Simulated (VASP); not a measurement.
# Ti (Fm-3m) in VASP: further runs

The runs below take Ti through single point, with PBEsol.

All numbers are computed with VASP 6.6.1; they aren't measurements. Logs are shortened: lines on timing, memory, paths and dates and some standing lists are left out, and cuts for length are marked.

### 1 The cell of the first run

The structure is cubic, space group Fm-3m (No. 225). The conventional cell has a = 4.060 Å, b = 4.060 Å, c = 4.060 Å, α = 90.00°, β = 90.00°, γ = 90.00°. Ti (site symmetry m-3m) has 12 Ti at 2.87 Å within 3.8 Å.

### 2 Single point, PBEsol

File INCAR:

```
SYSTEM = Ti
  ALGO = Normal
  EDIFF = 1E-6
  ENCUT = 520
  GGA = PS
  ISIF = 2
  ISMEAR = -1
  LASPH = .TRUE.
  LCHARG = .FALSE.
  LREAL = .FALSE.
  LWAVE = .FALSE.
  NBANDS = 12
  NELM = 80
  PREC = Accurate
  SIGMA = 0.1
```

File KPOINTS:

```
k-points
0
G
  12 12 12
  0 0 0
```

File POSCAR:

```
Ti
1.0
    0.0000000000      2.0300000000      2.0300000000
    2.0300000000      0.0000000000      2.0300000000
    2.0300000000      2.0300000000      0.0000000000
Ti
1
Direct
    0.0000000000      0.0000000000      0.0000000000
```

Potentials or basis: VASP PAW PBE potentials, release 64 (Ti_sv).

The run is started by

```
$ cat potpaw_PBE.64/Ti_sv/POTCAR > POTCAR
$ mpirun -np 1 vasp_std > vasp.out
```

OUTCAR:

```text
SYSTEM = Ti
   EDIFF = 1E-6
   ENCUT = 520
   GGA = PS
   ISIF = 2
   ISMEAR = -1
   LASPH = .TRUE.
   LREAL = .FALSE.
   NELM = 80
   PREC = Accurate

 ion  position               nearest neighbor table
   1  0.000  0.000  0.000-

  LATTYP: Found a face centered cubic cell.
 ALAT       =     4.0600000000

  Lattice vectors:

 A1 = (   0.0000000000,   2.0300000000,   2.0300000000)
 A2 = (   2.0300000000,   0.0000000000,   2.0300000000)
 A3 = (   2.0300000000,   2.0300000000,   0.0000000000)

Analysis of symmetry for initial positions (statically):
=====================================================================
 Subroutine PRICEL returns:
 Original cell was already a primitive cell.

 Routine SETGRP: Setting up the symmetry group for a
 face centered cubic supercell.

 Subroutine GETGRP returns: Found 48 space group operations
 (whereof 48 operations were pure point group operations)
 out of a pool of 48 trial point group operations.

The static configuration has the point symmetry O_h .

Analysis of symmetry for dynamics (positions and initial velocities):
=====================================================================
 Subroutine PRICEL returns:
 Original cell was already a primitive cell.

 Routine SETGRP: Setting up the symmetry group for a
 face centered cubic supercell.

 Subroutine GETGRP returns: Found 48 space group operations
 (whereof 48 operations were pure point group operations)
 out of a pool of 48 trial point group operations.

The dynamic configuration has the point symmetry O_h .

 Subroutine INISYM returns: Found 48 space group operations
 (whereof 48 operations are pure point group operations),
 and found     1 'primitive' translations

----------------------------------------------------------------------------------------

                                     Primitive cell

  volume of cell :      16.7309

  direct lattice vectors                    reciprocal lattice vectors
     0.000000000  2.030000000  2.030000000    -0.246305419  0.246305419  0.246305419
     2.030000000  0.000000000  2.030000000     0.246305419 -0.246305419  0.246305419
     2.030000000  2.030000000  0.000000000     0.246305419  0.246305419 -0.246305419

  length of vectors
     2.870853532  2.870853532  2.870853532     0.426613499  0.426613499  0.426613499

  position of ions in fractional coordinates (direct lattice)
     0.000000000  0.000000000  0.000000000

  ion indices of the primitive-cell ions
   primitive index   ion index
                 1           1

[... 79 lines left out ...]
   POTIM  = 0.5000    time-step for ionic-motion
   TEBEG  =    0.0;   TEEND  =   0.0 temperature during run
   PSTRESS=    0.0 pullay stress
   NELECT =      12.0000    total number of electrons
   NUPDOWN=      -1.0000    fix difference up-down
   EMIN   =  10.00;   EMAX   =-10.00  energy-range for DOS
   EFERMI =   0.00;   METHOD = LEGACY
   ISMEAR =    -1;   SIGMA  =   0.10  broadening in eV -4-tet -1-fermi 0-gaus
   EFERMI_NEDOS =   21; number of points for ismear=-14 and -15
   IALGO  =     38    algorithm
   IMIX   =      4    mixing-type and parameters
     AMIX     =   0.40;   BMIX     =  1.00
     AMIX_MAG =   1.60;   BMIX_MAG =  1.00
  volume/ion in A,a.u.               =      16.73       112.91
  Fermi-wavevector in a.u.,A,eV,Ry     =   1.465421  2.769245 29.217967  2.147460
  Thomas-Fermi vector in A             =   2.581280
   LORBIT       =      0    0 simple, 1 ext, 2 COOP (PROOUT), +10 PAW based schemes
   GGA     = PS    functional components
   LHFCALC =     F    Hartree Fock is set to
   AEXX    =    0.0000 exact exchange contribution
   IVDW    =     0    specifies the selected vdW correction
   LEPSILON=     F    determine dielectric tensor
   LRPA    =     F    only Hartree local field effects (RPA)
 non-spin polarized calculation
  energy-cutoff  :      520.00
  volume of cell :       16.73
 maximum number of plane-waves:       464
 NGX is ok and might be reduce to    24
   NGX = 11   NGY = 11   NGZ = 11

 number of electron      12.0000002 magnetization

 Free energy of the ion-electron system (eV)
  ---------------------------------------------------
  ext. energy  EPLUGINS =         0.00000000
  ---------------------------------------------------
  free energy    TOTEN  =        -8.31057967 eV

  energy without entropy =       -8.25577772  energy(sigma->0) =       -8.28317870

 E-fermi :   8.4993     XC(G=0): -11.8154

 val. band max:        8.4905359321   @ k =   0.4167   0.0833   0.0000
 cond. band min:       8.5144339436   @ k =   0.3333   0.0000   0.0000
 fundamental gap:      0.0238980115
 Fermi energy:         8.4992718756

 k-point     1 :       0.0000    0.0000    0.0000
  band No.  band energies     occupation
      1     -47.9155      2.00000
      2     -23.8230      2.00000
      3     -23.8230      2.00000
      4     -23.8230      2.00000
      5       2.3092      2.00000
      6       9.3972      0.00025
      7       9.3972      0.00025
      8       9.3972      0.00025
      9      11.1070      0.00000
     10      11.1070      0.00000
     11      23.9701      0.00000
     12      28.5863      0.00000
[... 331 lines left out ...]
 k-point    24 :      -0.4167    0.1667    0.0000
  band No.  band energies     occupation
      1     -47.7562      2.00000
      2     -24.5158      2.00000
      3     -24.0596      2.00000
      4     -23.9478      2.00000
      5       6.4704      2.00000
      6       8.1118      1.95933
      7       9.0103      0.01200
      8       9.7920      0.00000
      9      12.0164      0.00000
     10      13.6219      0.00000
     11      17.0819      0.00000
     12      22.7140      0.00000

 [... further k-points ...]

------------------------ aborting loop because EDIFF is reached ----------------------------------------

  FORCE on cell =-STRESS in cart. coord.  units (eV):
  Direction    XX          YY          ZZ          XY          YZ          ZX
  --------------------------------------------------------------------------------------
  -------------------------------------------------------------------------------------
  Total       -0.0353774     -0.0353774     -0.0353774      0.0000000      0.0000000     -0.0000000
  in kB       -3.3878090     -3.3878090     -3.3878090      0.0000000      0.0000000     -0.0000000
  external PRESSURE =      -3.3878090 kB  Pullay stress =       0.0000000 kB

 VOLUME and BASIS-vectors are now :
 -----------------------------------------------------------------------------
  energy-cutoff  :      520.00
  volume of cell :       16.73
      direct lattice vectors                 reciprocal lattice vectors
     0.000000000  2.030000000  2.030000000    -0.246305419  0.246305419  0.246305419
     2.030000000  0.000000000  2.030000000     0.246305419 -0.246305419  0.246305419
     2.030000000  2.030000000  0.000000000     0.246305419  0.246305419 -0.246305419

 POSITION                                       TOTAL-FORCE (eV/Angst)
 -----------------------------------------------------------------------------------
      0.00000      0.00000      0.00000        -0.000000     -0.000000      0.000000
 -----------------------------------------------------------------------------------
    total drift:                                0.000000      0.000000     -0.000000

  FREE ENERGIE OF THE ION-ELECTRON SYSTEM (eV)
  ---------------------------------------------------
  free  energy   TOTEN  =        -8.3105796722 eV

  energy  without entropy=       -8.2557777192  energy(sigma->0) =       -8.28317870
```

It took 14 s on 1 thread of Intel Xeon 8259CL, shared host; peak memory 0.14 GiB.

What came out:

```
Free energy            : -8.3106 eV
Pressure               : -0.3 GPa
Band gap on the k mesh : zero (band 6 reaches 9.40 eV, above the bottom of band 7 at 8.11 eV)
```

Levels at points of the mesh, in eV from the Fermi level:
| k point | band 2 | band 3 | band 4 | band 5 | band 6 | band 7 | band 8 | band 9 | band 10 | band 11 |
| --- | --- | --- | --- | --- | --- | --- | --- | --- | --- | --- |
| (0.00, 0.00, 0.00) | -32.32 | -32.32 | -32.32 | -6.19 | 0.90 | 0.90 | 0.90 | 2.61 | 2.61 | 15.47 |
| (0.50, 0.00, 0.00) | -33.09 | -32.42 | -32.42 | -2.68 | 0.74 | 0.77 | 0.77 | 3.75 | 3.75 | 8.57 |
| (0.50, 0.50, 0.00) | -33.03 | -32.59 | -32.59 | -2.72 | -1.82 | 3.01 | 3.74 | 4.06 | 4.06 | 11.00 |

Caveat: the PAW data sets were made with another functional, which shifts forces and pressure a little.

### 3 Single point, PBEsol

This run uses another cell than the first one, of 17.07 Å³/atom, 1.020 times its volume.

File INCAR:

```
SYSTEM = Ti
  PREC = Accurate
  ENCUT = 520
  EDIFF = 1E-6
  ISMEAR = -1
  SIGMA = 0.1
  LREAL = .FALSE.
  LASPH = .TRUE.
  NELM = 100
  ALGO = Normal
  ISIF = 2
  LWAVE = .FALSE.
  LCHARG = .FALSE.
  GGA = PS
  NBANDS = 12
```

File KPOINTS:

```
regular mesh
0
G
  12 12 12
  0 0 0
```

File POSCAR:

```
Ti
1.0
    0.0000000000      2.0434441004      2.0434441004
    2.0434441004      0.0000000000      2.0434441004
    2.0434441004      2.0434441004      0.0000000000
Ti
1
Direct
    0.0000000000      0.0000000000      0.0000000000
```

Potentials or basis: VASP PAW PBE potentials, release 64 (Ti_sv).

The run is started by

```
$ cat potpaw_PBE.64/Ti_sv/POTCAR > POTCAR
$ mpirun -np 1 vasp_std > vasp.out
```

It took 18 s on 1 thread of Intel Xeon 8259CL, shared host; peak memory 0.14 GiB.

The run converged. Its results:

```yaml
Free_energy: -8.3077 eV
Pressure: -2.5 GPa
Band_gap_on_the_k_mesh: zero (band 6 reaches 9.17 eV, above the bottom of band 7 at 7.90 eV)
```

Levels at points of the mesh, in eV from the Fermi level:
```
           k point  band 4  band 5  band 6  band 7  band 8  band 9
(0.00, 0.00, 0.00)  -32.38   -6.14    0.89    0.89    0.89    2.55
(0.50, 0.00, 0.00)  -32.47   -2.64    0.68    0.76    0.76    3.66
(0.50, 0.50, 0.00)  -32.63   -2.65   -1.76    2.92    3.65    3.96
```

Caveat: the PAW data sets were made with another functional, which shifts forces and pressure a little.
